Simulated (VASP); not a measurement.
# Cs (P6_3/mmc) in VASP: notebook

Cs is run at these levels: PBE; tasks: single point.

All numbers are computed with VASP 6.6.1; they aren't measurements. Logs are shortened: lines on timing, memory, paths and dates and some standing lists are left out, and cuts for length are marked.

### Step 1. The cell of the first run

It takes space group P6_3/mmc (No. 194, hexagonal). The conventional cell has a = 5.479 Å, b = 5.479 Å, c = 17.970 Å, α = 90.00°, β = 90.00°, γ = 120.00°.

This isn't the form of Cs at room conditions, which is bcc.

### Step 2. Single point, PBE

Contents of INCAR:

```
  ALGO = Normal
  EDIFF = 1E-6
  ENCUT = 520
  GGA = PE
  ISIF = 2
  ISMEAR = -1
  LASPH = True
  LCHARG = True
  LELF = True
  LREAL = False
  LVHAR = True
  LWAVE = False
  NBANDS = 26
  NELM = 100
  PREC = Accurate
  SIGMA = 0.1
```

Contents of KPOINTS:

```
k-points
0
Gamma
  7 7 2
```

Contents of POSCAR:

```
Cs
1.0
    5.4792466713      0.0000000000      0.0000000000
   -2.7396233357      4.7451668110      0.0000000000
    0.0000000000      0.0000000000     17.9703190926
Cs
4
Direct
    1.0000000000      1.0000000000      1.0000000000
    1.0000000000      1.0000000000      0.5000000000
    0.3333333333      0.6666666667      0.2500000000
    0.6666666667      0.3333333333      0.7500000000
```

Potentials or basis: VASP PAW PBE potentials, release 64 (Cs_sv).

Run with:

```bash
$ cat potpaw_PBE.64/Cs_sv/POTCAR > POTCAR
$ mpirun -np 1 vasp_std > vasp.out
```

OUTCAR:

```text
EDIFF = 1E-6
   ENCUT = 520
   GGA = PE
   ISIF = 2
   ISMEAR = -1
   LASPH = True
   LREAL = False
   NELM = 100
   PREC = Accurate

 ion  position               nearest neighbor table
   1  0.000  0.000  0.000-
   2  0.000  0.000  0.500-
   3  0.333  0.667  0.250-
   4  0.667  0.333  0.750-

  LATTYP: Found a hexagonal cell.
 ALAT       =     5.4792466713
 C/A-ratio  =     3.2797061659

  Lattice vectors:

 A1 = (   5.4792466713,   0.0000000000,   0.0000000000)
 A2 = (  -2.7396233357,   4.7451668110,   0.0000000000)
 A3 = (   0.0000000000,   0.0000000000,  17.9703190926)

Analysis of symmetry for initial positions (statically):
=====================================================================
 Subroutine PRICEL returns:
 Original cell was already a primitive cell.

 Routine SETGRP: Setting up the symmetry group for a
 hexagonal supercell.

 Subroutine GETGRP returns: Found 24 space group operations
 (whereof 12 operations were pure point group operations)
 out of a pool of 24 trial point group operations.

The static configuration has the point symmetry D_3d.
 The point group associated with its full space group is D_6h.

Analysis of symmetry for dynamics (positions and initial velocities):
=====================================================================
 Subroutine PRICEL returns:
 Original cell was already a primitive cell.

 Routine SETGRP: Setting up the symmetry group for a
 hexagonal supercell.

 Subroutine GETGRP returns: Found 24 space group operations
 (whereof 12 operations were pure point group operations)
 out of a pool of 24 trial point group operations.

The dynamic configuration has the point symmetry D_3d.
 The point group associated with its full space group is D_6h.

 Subroutine INISYM returns: Found 24 space group operations
 (whereof 12 operations are pure point group operations),
 and found     1 'primitive' translations

----------------------------------------------------------------------------------------

                                     Primitive cell

  volume of cell :     467.2272

  direct lattice vectors                    reciprocal lattice vectors
     5.479246671  0.000000000  0.000000000     0.182506841  0.105370374  0.000000000
    -2.739623336  4.745166811  0.000000000     0.000000000  0.210740747  0.000000000
     0.000000000  0.000000000 17.970319093     0.000000000  0.000000000  0.055647315

  length of vectors
     5.479246671  5.479246671 17.970319093     0.210740747  0.210740747  0.055647315

  position of ions in fractional coordinates (direct lattice)
     0.000000000  0.000000000  0.000000000
     0.000000000  0.000000000  0.500000000
     0.333333333  0.666666667  0.250000000
     0.666666667  0.333333333  0.750000000

  ion indices of the primitive-cell ions
   primitive index   ion index
                 1           1
                 2           2
                 3           3
                 4           4

----------------------------------------------------------------------------------------

 KPOINTS: k-points

Automatic generation of k-mesh.
 Grid dimensions read from file:
 generate k-points for:    7    7    2

 Generating k-lattice:

  Cartesian coordinates                     Fractional coordinates (reciprocal lattice)
     0.026072406  0.015052911  0.000000000     0.142857143 -0.000000000  0.000000000
     0.000000000  0.030105821  0.000000000     0.000000000  0.142857143  0.000000000
     0.000000000  0.000000000  0.027823657     0.000000000  0.000000000  0.500000000

  Length of vectors
     0.030105821  0.030105821  0.027823657

  Shift w.r.t. Gamma in fractional coordinates (k-lattice)
     0.000000000  0.000000000  0.000000000

 Subroutine IBZKPT returns following result:
 ===========================================

 Found     16 irreducible k-points:

 Following reciprocal coordinates:
            Coordinates               Weight
  0.000000  0.000000  0.000000      1.000000
  0.142857 -0.000000  0.000000      6.000000
  0.285714 -0.000000  0.000000      6.000000
  0.428571 -0.000000  0.000000      6.000000
  0.142857  0.142857  0.000000      6.000000
  0.285714  0.142857  0.000000     12.000000
[... 8 lines left out ...]
  0.428571  0.142857  0.500000      6.000000
  0.285714  0.285714  0.500000      6.000000
   k-points           NKPTS =     16   k-points in BZ     NKDIM =     16   number of bands    NBANDS=     26
   number of dos      NEDOS =    301   number of ions     NIONS =      4
   total plane-waves  NPLWV = 246960
   dimension x,y,z NGX =    42 NGY =   42 NGZ =  140
   dimension x,y,z NGXF=    84 NGYF=   84 NGZF=  280
   ions per type =               4
   NGX,Y,Z   is equivalent  to a cutoff of  12.74, 12.74, 12.95 a.u.
   NGXF,Y,Z  is equivalent  to a cutoff of  25.49, 25.49, 25.90 a.u.
 SYSTEM =  unknown system
   PREC   = accura    normal or accurate (medium, high low for compatibility)
   ISTART =      0    job   : 0-new  1-cont  2-samecut
   ICHARG =      2    charge: 1-file 2-atom 10-const
   ISPIN  =      1    spin polarized calculation?
   LNONCOLLINEAR =      F non collinear calculations
   LSORBIT =      F    spin-orbit coupling
   LASPH  =      T    aspherical Exc in radial PAW
   ENCUT  =  520.0 eV  38.22 Ry    6.18 a.u.  10.19 10.19 33.41*2*pi/ulx,y,z
   NELM   =    100;   NELMIN=  2; NELMDL= -5     # of ELM steps
   EDIFF  = 0.1E-05   stopping-criterion for ELM
   LREAL  =      F    real-space projection
   EDIFFG = 0.1E-04   stopping-criterion for IOM
   NSW    =      0    number of steps for IOM
   IBRION =     -1    ionic relax: 0-MD 1-quasi-New 2-CG
   NFREE  =      0    steps in history (QN), initial steepest desc. (CG)
   ISIF   =      2    stress and relaxation
   ISYM   =      2    0-nonsym 1-usesym 2-fastsym
   POTIM  = 0.5000    time-step for ionic-motion
   TEBEG  =    0.0;   TEEND  =   0.0 temperature during run
   PSTRESS=    0.0 pullay stress
   NELECT =      36.0000    total number of electrons
   NUPDOWN=      -1.0000    fix difference up-down
   EMIN   =  10.00;   EMAX   =-10.00  energy-range for DOS
   EFERMI =   0.00;   METHOD = LEGACY
   ISMEAR =    -1;   SIGMA  =   0.10  broadening in eV -4-tet -1-fermi 0-gaus
   EFERMI_NEDOS =   21; number of points for ismear=-14 and -15
   IALGO  =     38    algorithm
   IMIX   =      4    mixing-type and parameters
     AMIX     =   0.40;   BMIX     =  1.00
     AMIX_MAG =   1.60;   BMIX_MAG =  1.00
  volume/ion in A,a.u.               =     116.81       788.25
  Fermi-wavevector in a.u.,A,eV,Ry     =   0.696626  1.316432  6.602739  0.485288
  Thomas-Fermi vector in A             =   1.779728
   LORBIT       =      0    0 simple, 1 ext, 2 COOP (PROOUT), +10 PAW based schemes
   GGA     = PE    functional components
   LHFCALC =     F    Hartree Fock is set to
   AEXX    =    0.0000 exact exchange contribution
   IVDW    =     0    specifies the selected vdW correction
   LEPSILON=     F    determine dielectric tensor
   LRPA    =     F    only Hartree local field effects (RPA)
 non-spin polarized calculation
  energy-cutoff  :      520.00
  volume of cell :      467.23
 maximum number of plane-waves:     12612
 NGX is ok and might be reduce to    42
   NGX = 21   NGY = 21   NGZ = 67

 number of electron      36.0000005 magnetization

 Free energy of the ion-electron system (eV)
  ---------------------------------------------------
  ext. energy  EPLUGINS =         0.00000000
  ---------------------------------------------------
  free energy    TOTEN  =        -3.49123973 eV

  energy without entropy =       -3.33452733  energy(sigma->0) =       -3.41288353

 E-fermi :   0.4142     XC(G=0):  -5.3666

 val. band max:        0.3820437090   @ k =   0.0000   0.0000   0.0000
 cond. band min:       0.4171214421   @ k =   0.1429   0.1429   0.5000
 fundamental gap:      0.0350777331
 Fermi energy:         0.4141830616

 k-point     1 :       0.0000    0.0000    0.0000
  band No.  band energies     occupation
      1     -23.4451      2.00000
      2     -23.4427      2.00000
      3     -23.4421      2.00000
      4     -23.4396      2.00000
      5     -10.3195      2.00000
      6     -10.2575      2.00000
[... 18 lines left out ...]
     25       2.7401      0.00000
     26       2.8032      0.00000

 k-point     2 :       0.1429   -0.0000    0.0000
  band No.  band energies     occupation
      1     -23.4442      2.00000
      2     -23.4419      2.00000
      3     -23.4413      2.00000
      4     -23.4391      2.00000
      5     -10.3114      2.00000
      6     -10.2606      2.00000
[... 18 lines left out ...]
     25       2.4608      0.00000
     26       2.4833      0.00000

 k-point     3 :       0.2857   -0.0000    0.0000
  band No.  band energies     occupation
      1     -23.4419      2.00000
      2     -23.4403      2.00000
      3     -23.4397      2.00000
      4     -23.4382      2.00000
      5     -10.2934      2.00000
      6     -10.2845      2.00000
[... 18 lines left out ...]
     25       1.9976      0.00000
     26       2.0200      0.00000

 k-point     4 :       0.4286   -0.0000    0.0000
  band No.  band energies     occupation
      1     -23.4399      2.00000
      2     -23.4390      2.00000
      3     -23.4384      2.00000
      4     -23.4376      2.00000
      5     -10.3148      2.00000
      6     -10.3123      2.00000
[... 18 lines left out ...]
     25       1.9521      0.00000
     26       1.9550      0.00000

 k-point     5 :       0.1429    0.1429    0.0000
  band No.  band energies     occupation
      1     -23.4426      2.00000
      2     -23.4408      2.00000
      3     -23.4402      2.00000
      4     -23.4384      2.00000
      5     -10.2970      2.00000
      6     -10.2732      2.00000
[... 18 lines left out ...]
     25       2.0670      0.00000
     26       2.0850      0.00000

 k-point     6 :       0.2857    0.1429    0.0000
  band No.  band energies     occupation
      1     -23.4403      2.00000
      2     -23.4393      2.00000
      3     -23.4387      2.00000
      4     -23.4377      2.00000
      5     -10.2993      2.00000
      6     -10.2978      2.00000
[... 195 lines left out ...]
 k-point    13 :       0.1429    0.1429    0.5000
  band No.  band energies     occupation
      1     -23.4420      2.00000
      2     -23.4420      2.00000
      3     -23.4390      2.00000
      4     -23.4390      2.00000
      5     -10.2904      2.00000
      6     -10.2904      2.00000
[... 18 lines left out ...]
     25       2.2123      0.00000
     26       2.2124      0.00000

 k-point    14 :       0.2857    0.1429    0.5000
  band No.  band energies     occupation
      1     -23.4400      2.00000
      2     -23.4400      2.00000
      3     -23.4381      2.00000
      4     -23.4381      2.00000
      5     -10.2960      2.00000
      6     -10.2960      2.00000
[... 18 lines left out ...]
     25       1.9475      0.00000
     26       1.9475      0.00000

 k-point    15 :       0.4286    0.1429    0.5000
  band No.  band energies     occupation
      1     -23.4390      2.00000
      2     -23.4390      2.00000
      3     -23.4378      2.00000
      4     -23.4378      2.00000
      5     -10.3074      2.00000
      6     -10.3074      2.00000
[... 18 lines left out ...]
     25       1.7906      0.00000
     26       1.7906      0.00000

 k-point    16 :       0.2857    0.2857    0.5000
  band No.  band energies     occupation
      1     -23.4387      2.00000
      2     -23.4387      2.00000
      3     -23.4378      2.00000
      4     -23.4378      2.00000
      5     -10.2941      2.00000
      6     -10.2941      2.00000
[... 18 lines left out ...]
     25       1.8103      0.00000
     26       1.8126      0.00000

------------------------ aborting loop because EDIFF is reached ----------------------------------------

  FORCE on cell =-STRESS in cart. coord.  units (eV):
  Direction    XX          YY          ZZ          XY          YZ          ZX
  --------------------------------------------------------------------------------------
  -------------------------------------------------------------------------------------
  Total       -0.0073936     -0.0073936      0.0063114      0.0000000     -0.0000000      0.0000000
  in kB       -0.0253536     -0.0253536      0.0216427      0.0000000     -0.0000000      0.0000000
  external PRESSURE =      -0.0096882 kB  Pullay stress =       0.0000000 kB

 VOLUME and BASIS-vectors are now :
 -----------------------------------------------------------------------------
  energy-cutoff  :      520.00
  volume of cell :      467.23
      direct lattice vectors                 reciprocal lattice vectors
     5.479246671  0.000000000  0.000000000     0.182506841  0.105370374  0.000000000
    -2.739623336  4.745166811  0.000000000     0.000000000  0.210740747  0.000000000
     0.000000000  0.000000000 17.970319093     0.000000000  0.000000000  0.055647315

 POSITION                                       TOTAL-FORCE (eV/Angst)
 -----------------------------------------------------------------------------------
      0.00000      0.00000      0.00000         0.000000      0.000000     -0.000000
      0.00000      0.00000      8.98516         0.000000      0.000000     -0.000000
     -0.00000      3.16344      4.49258         0.000000     -0.000000      0.000000
      2.73962      1.58172     13.47774        -0.000000      0.000000      0.000000
 -----------------------------------------------------------------------------------
    total drift:                               -0.000000      0.000000     -0.000000

  FREE ENERGIE OF THE ION-ELECTRON SYSTEM (eV)
  ---------------------------------------------------
  free  energy   TOTEN  =        -3.4912397284 eV

  energy  without entropy=       -3.3345273334  energy(sigma->0) =       -3.41288353
```

It took 2.5 min on 1 thread of Intel Xeon 6975P-C (Granite Rapids), shared host; peak memory 0.56 GiB.

Results:

```
Free energy            : -3.4912 eV
Pressure               : 0.0 GPa
Band gap on the k mesh : zero (bands 18 and 19 overlap by 1.54 eV)
```

Caveat: spin-orbit coupling is left out, which moves the levels of the heavy elements.

### Step 3. Single point, PBE (102.79 Å³/atom)

This run uses another cell than the first one, of 102.79 Å³/atom.

Contents of INCAR:

```
SYSTEM = Cs
PREC = Accurate
ENCUT = 520
EDIFF = 1E-6
ISMEAR = -1
SIGMA = 0.1
LREAL = .FALSE.
LASPH = .TRUE.
NELM = 100
ALGO = Normal
ISIF = 2
LWAVE = .FALSE.
LCHARG = .FALSE.
GGA = PE
NBANDS = 26
```

Contents of KPOINTS:

```
Automatic mesh
0
G
  8 8 2
  0 0 0
```

Contents of POSCAR:

```
Cs
1.0
    5.2506742606      0.0000000000      0.0000000000
   -2.6253371303      4.5472172966      0.0000000000
    0.0000000000      0.0000000000     17.2206687476
Cs
4
Direct
    1.0000000000      1.0000000000      1.0000000000
    1.0000000000      1.0000000000      0.5000000000
    0.3333333333      0.6666666667      0.2500000000
    0.6666666667      0.3333333333      0.7500000000
```

Potentials or basis: VASP PAW PBE potentials, release 64 (Cs_sv).

Run with:

```bash
$ cat potpaw_PBE.64/Cs_sv/POTCAR > POTCAR
$ mpirun -np 1 vasp_std > vasp.out
```

Wall time 2.3 min (1 thread of Intel Xeon 6975P-C (Granite Rapids), shared host); peak memory 0.53 GiB.

It converged, with:

```yaml
Free_energy: -3.4317 eV
Pressure: 0.3 GPa
Band_gap_on_the_k_mesh: zero (bands 18 and 19 overlap by 1.65 eV)
```

Levels at points of the mesh, in eV from the Fermi level:
```
           k point  band 15  band 16  band 17  band 18  band 19  band 20  band 21  band 22
(0.00, 0.00, 0.00)   -10.51   -10.51    -1.78    -1.11    -1.11    -0.07     0.88     1.65
(0.50, 0.00, 0.00)   -10.54   -10.54    -0.04     0.11     0.23     0.29     0.82     0.97
(0.00, 0.00, 0.50)   -10.51   -10.51    -1.60    -1.60    -0.46    -0.46     1.16     1.16
(0.50, 0.00, 0.50)   -10.54   -10.54     0.04     0.04     0.25     0.25     0.87     0.87
```

Caveat: spin-orbit coupling is left out, which moves the levels of the heavy elements.
